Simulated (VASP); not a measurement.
# SnSe in VASP: single point with PBE+D3(BJ)

Aim: the single point of SnSe with PBE+D3(BJ).

Everything below comes from runs of VASP 6.6.1. Logs are shortened: lines on timing, memory, paths and dates and some standing lists are left out, and cuts for length are marked.

## 1. The cell of the first run

The cell holds a slab with vacuum, 12 atoms: a = 4.168 Å, b = 4.386 Å, c = 29.521 Å, α = 90.00°, β = 90.00°, γ = 90.00°.

## 2. Single point, PBE+D3(BJ)

INCAR reads:

```
PREC     = Accurate       # precision mode
ENCUT    = 520            # plane-wave cutoff, eV
EDIFF    = 1E-7           # SCF threshold, eV
ISMEAR   = 0              # smearing method
SIGMA    = 0.05           # smearing width, eV
LREAL    = F              # projectors in reciprocal space
LASPH    = T              # aspherical terms in the spheres
NELM     = 100            # most SCF steps
ALGO     = Normal         # electronic algorithm
ISIF     = 2              # what is computed and relaxed
LWAVE    = F              # write WAVECAR
LCHARG   = F              # write CHGCAR
LDIPOL   = T            
IDIPOL   = 3            
DIPOL    = 0.5 0.5 0.500
GGA      = PE             # functional
IVDW     = 12             # dispersion correction
NBANDS   = 72             # bands
```

KPOINTS reads:

```
regular mesh
0
Gamma
  8 8 1
```

POSCAR reads:

```
SnSe
1.0
    4.1675106249      0.0000000000      0.0000000000
    0.0000000000      4.3863231542      0.0000000000
    0.0000000000      0.0000000000     29.5213688552
Sn Se
6 6
Direct
    0.7500000000      0.9046583935      0.2540532601
    0.2500000000      0.4046583935      0.3570211134
    0.7500000000      0.5953416065      0.4485160733
    0.2500000000      0.0953416065      0.5514839267
    0.7500000000      0.9046583935      0.6429788866
    0.2500000000      0.4046583935      0.7459467399
    0.2500000000      0.4769666003      0.2639289507
    0.7500000000      0.9769666003      0.3471454229
    0.2500000000      0.0230333997      0.4583917639
    0.7500000000      0.5230333997      0.5416082361
    0.2500000000      0.4769666003      0.6528545771
    0.7500000000      0.9769666003      0.7360710493
```

Potentials or basis: VASP PAW PBE potentials, release 64 (Sn_d, Se).

On the command line:

```sh
$ cat potpaw_PBE.64/Sn_d/POTCAR potpaw_PBE.64/Se/POTCAR > POTCAR
$ mpirun -np 1 vasp_std > vasp.out
```

OUTCAR:

```text
PREC = Accurate
   ENCUT = 520
   EDIFF = 1E-7
   ISMEAR = 0
   LREAL = F
   LASPH = T
   NELM = 100
   ISIF = 2
   GGA = PE
   IVDW = 12
 IVDW          = 12

 ion  position               nearest neighbor table
   1  0.750  0.905  0.254-   8 2.77   7 2.82   7 2.82   7 3.28   7 3.28
   2  0.250  0.405  0.357-   7 2.77   8 2.82   8 2.82   8 3.28   8 3.28   3 3.51   3 3.51
   3  0.750  0.595  0.449-  10 2.77   9 2.82   9 2.82   9 3.28   9 3.28   2 3.51   2 3.51
   4  0.250  0.095  0.551-   9 2.77  10 2.82  10 2.82  10 3.28  10 3.28   5 3.51   5 3.51
   5  0.750  0.905  0.643-  12 2.77  11 2.82  11 2.82  11 3.28  11 3.28   4 3.51   4 3.51
   6  0.250  0.405  0.746-  11 2.77  12 2.82  12 2.82  12 3.28  12 3.28
   7  0.250  0.477  0.264-   2 2.77   1 2.82   1 2.82   1 3.28   1 3.28
   8  0.750  0.977  0.347-   1 2.77   2 2.82   2 2.82   2 3.28   2 3.28
   9  0.250  0.023  0.458-   4 2.77   3 2.82   3 2.82   3 3.28   3 3.28
  10  0.750  0.523  0.542-   3 2.77   4 2.82   4 2.82   4 3.28   4 3.28
  11  0.250  0.477  0.653-   6 2.77   5 2.82   5 2.82   5 3.28   5 3.28
  12  0.750  0.977  0.736-   5 2.77   6 2.82   6 2.82   6 3.28   6 3.28

  LATTYP: Found a simple orthorhombic cell.
 ALAT       =     4.1675106249
 B/A-ratio  =     1.0525043723
 C/A-ratio  =     7.0836937233

  Lattice vectors:

 A1 = (   4.1675106249,   0.0000000000,   0.0000000000)
 A2 = (   0.0000000000,   4.3863231542,   0.0000000000)
 A3 = (   0.0000000000,   0.0000000000,  29.5213688552)

Analysis of symmetry for initial positions (statically):
=====================================================================
 Subroutine PRICEL returns:
 Original cell was already a primitive cell.

 Routine SETGRP: Setting up the symmetry group for a
 simple orthorhombic supercell.

 Subroutine GETGRP returns: Found  4 space group operations
 (whereof  1 operations were pure point group operations)
 out of a pool of  8 trial point group operations.

The static configuration has the point symmetry C_1 .
 The point group associated with its full space group is C_2v.

Analysis of symmetry for dynamics (positions and initial velocities):
=====================================================================
 Subroutine PRICEL returns:
 Original cell was already a primitive cell.

 Routine SETGRP: Setting up the symmetry group for a
 simple orthorhombic supercell.

 Subroutine GETGRP returns: Found  4 space group operations
 (whereof  1 operations were pure point group operations)
 out of a pool of  8 trial point group operations.

The dynamic configuration has the point symmetry C_1 .
 The point group associated with its full space group is C_2v.
[... 140 lines left out ...]
  Fermi-wavevector in a.u.,A,eV,Ry     =   0.991815  1.874258 13.384008  0.983697
  Thomas-Fermi vector in A             =   2.123583
   LORBIT       =      0    0 simple, 1 ext, 2 COOP (PROOUT), +10 PAW based schemes
   GGA     = PE    functional components
   LHFCALC =     F    Hartree Fock is set to
   AEXX    =    0.0000 exact exchange contribution
   IVDW    =    12    specifies the selected vdW correction
   LEPSILON=     F    determine dielectric tensor
   LRPA    =     F    only Hartree local field effects (RPA)
 non-spin polarized calculation
 Gauss-broadening in eV      SIGMA  =   0.05
  energy-cutoff  :      520.00
  volume of cell :      539.65
 maximum number of plane-waves:     14568
 NGX is ok and might be reduce to    32
   NGX = 15   NGY = 17   NGZ =109

 dipolmoment           0.000000      0.000000      0.000000 electrons x Angstroem

 number of electron     119.9999969 magnetization

 dipolmoment           0.000000      0.000000     -0.000000 electrons x Angstroem

 Free energy of the ion-electron system (eV)
  ---------------------------------------------------
  ext. energy  EPLUGINS =         0.00000000
  ---------------------------------------------------
  free energy    TOTEN  =       -49.00037613 eV

  energy without entropy =      -49.00037613  energy(sigma->0) =      -49.00037613

 E-fermi :   1.7545     XC(G=0):  -6.1408

 val. band max:        1.5164261082   @ k =   0.0000   0.3750   0.0000
 cond. band min:       2.2386303060   @ k =   0.3750   0.0000   0.0000
 fundamental gap:      0.7222041979
 Fermi energy:         1.7544867725

 k-point     1 :       0.0000    0.0000    0.0000
  band No.  band energies     occupation
      1     -19.8678      2.00000
      2     -19.8586      2.00000
      3     -19.8538      2.00000
      4     -19.8509      2.00000
      5     -19.8507      2.00000
      6     -19.8390      2.00000
[... 1789 lines left out ...]
     71       6.1840      0.00000
     72       6.1840      0.00000

 [... further k-points ...]

------------------------ aborting loop because EDIFF is reached ----------------------------------------

 vacuum level on the upper side and lower side of the slab       (xc-potential included)        -0.065        -0.065

 Edisp (eV)   -3.87711

 E8    (eV) :    -1.7811

  FORCE on cell =-STRESS in cart. coord.  units (eV):
  Direction    XX          YY          ZZ          XY          YZ          ZX
  --------------------------------------------------------------------------------------
  -------------------------------------------------------------------------------------
  Total       1.42463     1.34502    -0.69138     0.00000     0.00000     0.00000
  in kB       4.22961     3.99324    -2.05264     0.00000     0.00000     0.00000
  external pressure =        2.06 kB  Pullay stress =        0.00 kB

 VOLUME and BASIS-vectors are now :
 -----------------------------------------------------------------------------
  energy-cutoff  :      520.00
  volume of cell :      539.65
      direct lattice vectors                 reciprocal lattice vectors
     4.167510625  0.000000000  0.000000000     0.239951398  0.000000000  0.000000000
     0.000000000  4.386323154  0.000000000     0.000000000  0.227981379  0.000000000
     0.000000000  0.000000000 29.521368855     0.000000000  0.000000000  0.033873768

 POSITION                                       TOTAL-FORCE (eV/Angst)
 -----------------------------------------------------------------------------------
      3.12563      3.96812      7.50000         0.000000      0.063292      0.103805
      1.04188      1.77496     10.53975         0.000000      0.032744     -0.020372
      3.12563      2.61136     13.24081        -0.000000     -0.004170     -0.011242
      1.04188      0.41820     16.28056        -0.000000     -0.004170      0.011242
      3.12563      3.96812     18.98162        -0.000000      0.032744      0.020372
      1.04188      1.77496     22.02137         0.000000      0.063292     -0.103805
      1.04188      2.09213      7.79154        -0.000000     -0.054670     -0.005249
      3.12563      4.28529     10.24821        -0.000000     -0.030040     -0.070408
      1.04188      0.10103     13.53235        -0.000000     -0.007157      0.000722
      3.12563      2.29419     15.98902         0.000000     -0.007157     -0.000722
      1.04188      2.09213     19.27316        -0.000000     -0.030040      0.070408
      3.12563      4.28529     21.72982        -0.000000     -0.054670      0.005249
 -----------------------------------------------------------------------------------
    total drift:                                0.000000      0.000387      0.000003

  FREE ENERGIE OF THE ION-ELECTRON SYSTEM (eV)
  ---------------------------------------------------
  free  energy   TOTEN  =       -52.8774872845 eV

  energy  without entropy=      -52.8774872845  energy(sigma->0) =      -52.87748728

 vacuum level on the upper side and lower side of the slab         5.701         5.701
```

OSZICAR:

```text
N       E                     dE             d eps       ncg     rms          rms(c)
DAV:   1     0.130050588103E+04    0.13005E+04   -0.53942E+04  3776   0.179E+03
DAV:   2     0.170475958879E+03   -0.11300E+04   -0.11037E+04  3912   0.468E+02
DAV:   3    -0.326675700727E+02   -0.20314E+03   -0.19722E+03  4144   0.202E+02
[... 18 lines left out ...]
DAV:  22    -0.490003752411E+02   -0.37806E-05   -0.25752E-07  2856   0.904E-04    0.136E-04
DAV:  23    -0.490003758384E+02   -0.59728E-06   -0.19528E-08  2760   0.511E-04    0.618E-05
DAV:  24    -0.490003760169E+02   -0.17855E-06   -0.60562E-09  2504   0.333E-04    0.412E-05
DAV:  25    -0.490003761192E+02   -0.10224E-06   -0.37586E-09  2496   0.266E-04    0.172E-05
DAV:  26    -0.490003761255E+02   -0.63155E-08   -0.66724E-10  2344   0.167E-04
   1 F= -.52877487E+02 E0= -.52877487E+02  d E =-.125938E-12
```

Wall time 56 min (1 thread of AMD EPYC 7R43 (Zen 3), shared host); peak memory 0.93 GiB.

What came out:

| Quantity | Value |
| --- | --- |
| Free energy | -52.8775 eV |
| Largest force | 0.122 eV/Å |
| Band gap on the k mesh | 0.72 eV (least direct gap 0.94 eV) |
| Dispersion energy per atom | -0.323 eV |

Forces in eV/Å, atoms in the order of the input:
```
Sn   0.000  0.063  0.104
Sn   0.000  0.033 -0.020
Sn   0.000 -0.004 -0.011
Sn   0.000 -0.004  0.011
Sn   0.000  0.033  0.020
Sn   0.000  0.063 -0.104
Se   0.000 -0.055 -0.005
Se   0.000 -0.030 -0.070
Se   0.000 -0.007  0.001
Se   0.000 -0.007 -0.001
Se   0.000 -0.030  0.070
Se   0.000 -0.055  0.005
```

Caveat: semilocal functionals underestimate gaps, and a narrow one can read as zero; spin-orbit coupling is left out, which moves the levels of the heavy elements.
